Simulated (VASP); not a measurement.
# Nb (Im-3m) in VASP: notebook, part 2 of 2

VASP 6.6.1. The steps go on from the part before.

## 3. Single point, PBE (strained)

Contents of INCAR:

```
PREC     = Accurate       # precision mode
ENCUT    = 520            # plane-wave cutoff, eV
EDIFF    = 1E-7           # SCF threshold, eV
ISMEAR   = 0              # smearing method
SIGMA    = 0.1            # smearing width, eV
LREAL    = F              # projectors in reciprocal space
LASPH    = T              # aspherical terms in the spheres
NELM     = 80             # most SCF steps
ALGO     = Normal         # electronic algorithm
ISIF     = 2              # what is computed and relaxed
LWAVE    = F              # write WAVECAR
LCHARG   = T              # write CHGCAR
GGA      = PE             # functional
LELF     = T              # ELF
LVHAR    = T            
NBANDS   = 12             # bands
```

Contents of KPOINTS:

```
regular mesh
0
Gamma
  18 18 18
```

Contents of POSCAR:

```
Nb
1.0
   -1.6929526485      1.6929526485      1.6929526485
    1.6929526485     -1.6929526485      1.6929526485
    1.6929526485      1.6929526485     -1.6929526485
Nb
1
Direct
    0.0000000000      0.0000000000      0.0000000000
```

Potentials or basis: VASP PAW PBE potentials, release 64 (Nb_sv).

Run with:

```sh
> cat potpaw_PBE.64/Nb_sv/POTCAR > POTCAR
> mpirun -np 1 vasp_std > vasp.out
```

OUTCAR:

```text
PREC = Accurate
   ENCUT = 520
   EDIFF = 1E-7
   ISMEAR = 0
   LREAL = F
   LASPH = T
   NELM = 80
   ISIF = 2
   GGA = PE

 ion  position               nearest neighbor table
   1  0.000  0.000  0.000-

  LATTYP: Found a body centered cubic cell.
 ALAT       =     3.3859052970

  Lattice vectors:

 A1 = (  -1.6929526485,   1.6929526485,   1.6929526485)
 A2 = (   1.6929526485,  -1.6929526485,   1.6929526485)
 A3 = (   1.6929526485,   1.6929526485,  -1.6929526485)

Analysis of symmetry for initial positions (statically):
=====================================================================
 Subroutine PRICEL returns:
 Original cell was already a primitive cell.

 Routine SETGRP: Setting up the symmetry group for a
 body centered cubic supercell.

 Subroutine GETGRP returns: Found 48 space group operations
 (whereof 48 operations were pure point group operations)
 out of a pool of 48 trial point group operations.

The static configuration has the point symmetry O_h .

[... 167 lines left out ...]
  band No.  band energies     occupation
      1     -44.3150      2.00000
      2     -19.7532      2.00000
      3     -19.7532      2.00000
      4     -19.7532      2.00000
      5       4.3748      2.00000
      6      10.5457      0.00000
      7      10.5457      0.00000
      8      10.5457      0.00000
      9      13.2142      0.00000
     10      13.2142      0.00000
     11      24.1723      0.00000
     12      24.1723      0.00000
[... 331 lines left out ...]
 k-point    24 :       0.3889    0.1111    0.0000
  band No.  band energies     occupation
      1     -44.1342      2.00000
      2     -20.7563      2.00000
      3     -20.1245      2.00000
      4     -19.8071      2.00000
      5       7.0861      2.00000
      6       8.8281      2.00000
      7      11.0800      0.00000
      8      13.0829      0.00000
      9      14.0402      0.00000
     10      16.2896      0.00000
     11      21.1121      0.00000
     12      22.2845      0.00000

 [... further k-points ...]

------------------------ aborting loop because EDIFF is reached ----------------------------------------

  FORCE on cell =-STRESS in cart. coord.  units (eV):
  Direction    XX          YY          ZZ          XY          YZ          ZX
  --------------------------------------------------------------------------------------
  -------------------------------------------------------------------------------------
  Total       -1.2497314     -1.2497314     -1.2497314      0.0000000      0.0000000     -0.0000000
  in kB     -103.1651075   -103.1651075   -103.1651075      0.0000000      0.0000000     -0.0000000
  external PRESSURE =    -103.1651075 kB  Pullay stress =       0.0000000 kB

 VOLUME and BASIS-vectors are now :
 -----------------------------------------------------------------------------
  energy-cutoff  :      520.00
  volume of cell :       19.41
      direct lattice vectors                 reciprocal lattice vectors
    -1.692952648  1.692952648  1.692952648     0.000000000  0.295341988  0.295341988
     1.692952648 -1.692952648  1.692952648     0.295341988  0.000000000  0.295341988
     1.692952648  1.692952648 -1.692952648     0.295341988  0.295341988  0.000000000

 POSITION                                       TOTAL-FORCE (eV/Angst)
 -----------------------------------------------------------------------------------
      0.00000      0.00000      0.00000        -0.000000      0.000000     -0.000000
 -----------------------------------------------------------------------------------
    total drift:                                0.000000      0.000000     -0.000000

  FREE ENERGIE OF THE ION-ELECTRON SYSTEM (eV)
  ---------------------------------------------------
  free  energy   TOTEN  =       -10.1769053996 eV

  energy  without entropy=      -10.1683841651  energy(sigma->0) =      -10.17264478
```

stdout:

```text
POSCAR found type information on POSCAR Nb
 POSCAR found :  1 types and       1 ions
 scaLAPACK will be used
 LDA part: xc-table for (Slater+PW92), standard interpolation
 POSCAR, INCAR and KPOINTS ok, starting setup
 FFT: planning ... GRIDC
 FFT: planning ... GRID_SOFT
 FFT: planning ... GRID
 WAVECAR not read
 entering main loop
```

It took 51 s on 1 thread of Intel Xeon 8259CL, shared host; peak memory 0.17 GiB.

Results:

```
Free energy            : -10.1769 eV
Pressure               : -10.3 GPa
Band gap on the k mesh : zero (an odd number of electrons rules out a gap without spin polarisation)
```

Caveat: the cell differs from its parent crystal (strained); the cell stands under tension.

## 4. Single point, r2SCAN (strained)

Contents of POSCAR:

```
Nb
1.0
   -1.7316228465      1.7316228465      1.7316228465
    1.7316228465     -1.7316228465      1.7316228465
    1.7316228465      1.7316228465     -1.7316228465
Nb
1
Direct
    0.0000000000      0.0000000000      0.0000000000
```

Contents of INCAR.step1:

```
  PREC = Accurate
  ENCUT = 520
  ISMEAR = 0
  SIGMA = 0.1
  LREAL = F
  LASPH = T
  NELM = 80
  NBANDS = 12
  GGA = PE
  ALGO = Normal
  EDIFF = 1E-4
  LWAVE = T
  LCHARG = F
```

Contents of INCAR.step2:

```
  PREC = Accurate
  ENCUT = 520
  EDIFF = 1E-7
  ISMEAR = 0
  SIGMA = 0.1
  LREAL = F
  LASPH = T
  NELM = 80
  ALGO = Normal
  ISIF = 2
  LWAVE = F
  LCHARG = F
  METAGGA = R2SCAN
  LMIXTAU = T
  NBANDS = 12
  ISTART = 1
```

KPOINTS is that of step 3.

Run with:

```sh
> cat potpaw_PBE.64/Nb_sv/POTCAR > POTCAR
> cp INCAR.step1 INCAR
> mpirun -np 1 vasp_std > vasp.out
> cp INCAR.step2 INCAR
> mpirun -np 1 vasp_std > vasp.out
```

It took 3.7 min on 1 thread of Intel Xeon 8259CL, shared host; peak memory 0.17 GiB.

Results (log left out):

```yaml
Free_energy: -24.6627 eV
Pressure: -19.3 GPa
Band_gap_on_the_k_mesh: zero (an odd number of electrons rules out a gap without spin polarisation)
```

Levels at points of the mesh, in eV from the Fermi level:
```csv
k point,band 2,band 3,band 4,band 5,band 6,band 7,band 8,band 9,band 10,band 11
"(0.00, 0.00, 0.00)",-31.19,-31.19,-31.19,-5.99,0.46,0.46,0.46,3.13,3.13,14.45
"(0.50, 0.00, 0.00)",-32.11,-31.49,-31.20,-3.34,-1.33,1.62,3.07,3.69,5.54,10.58
"(0.50, 0.50, 0.50)",-31.83,-31.83,-31.83,-3.09,-3.09,4.92,4.92,4.92,8.33,8.33
```

Caveat: the cell differs from its parent crystal (strained); the cell stands under tension; the PAW data sets were made with another functional, which shifts forces and pressure a little.

## 5. Summary

```csv
level,cell,gap on the mesh (eV),pressure (GPa)
PBE,"a = 2.960 Å, angles 109.5°, 1 atom",none,-13.8
PBE,"a = 2.932 Å, angles 109.5°, 1 atom",none,-10.3
r2SCAN,"a = 2.999 Å, angles 109.5°, 1 atom",none,-19.3
```

Alike in all rows: task single point; potentials or basis VASP PAW PBE potentials, release 64 (Nb_sv); no spin polarisation; k mesh 18 × 18 × 18; cutoff (eV) 520; smearing gaussian 0.1 eV.

Caveats: the cell stands under tension; the PAW data sets were made with another functional, which shifts forces and pressure a little (at least some runs).

Absolute energies hang on the potentials; compare differences alone.
